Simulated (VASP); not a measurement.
## Al: single point with PBEsol

Crystal: Al.

```xyz
1
Lattice="0.0000 2.0073 2.0073 2.0073 0.0000 2.0073 2.0073 2.0073 0.0000" Properties=species:S:1:pos:R:3 pbc="T T T"
Al    0.0000    0.0000    0.0000
```

| Property | Result |
| --- | --- |
| Program | VASP 6.6.1 |
| Task | single point |
| Functional | PBEsol |
| Potentials or basis | VASP PAW PBE potentials, release 64 (Al) |
| Cutoff | 520 eV |
| k mesh | 20 × 20 × 20 |
| Occupations | methfessel-paxton, width 0.1 eV |
| Spin | no spin polarisation |
| Dipole correction | no |
| Further INCAR settings | ALGO = Normal; EDIFF = 1e-07; NBANDS = 8 |

| Item | Value |
| --- | --- |
| Pressure | 0.0 GPa |
| Band gap on the k mesh | zero (an odd number of electrons rules out a gap without spin polarisation) |

Levels at points of the mesh, in eV from the Fermi level:
```csv
k point,band 1,band 2,band 3,band 4,band 5
"(0.00, 0.00, 0.00)",-11.33,12.64,12.64,12.64,14.28
"(0.50, 0.00, 0.00)",-4.74,-4.47,11.46,11.46,11.54
"(0.50, 0.50, 0.00)",-3.03,-1.68,5.19,5.62,5.62
```

Run time: 41 s on 1 thread of Intel Xeon 8259CL (shared host), peak memory 0.15 GiB.

Caveat: the PAW data sets were made with another functional, which shifts forces and pressure a little.
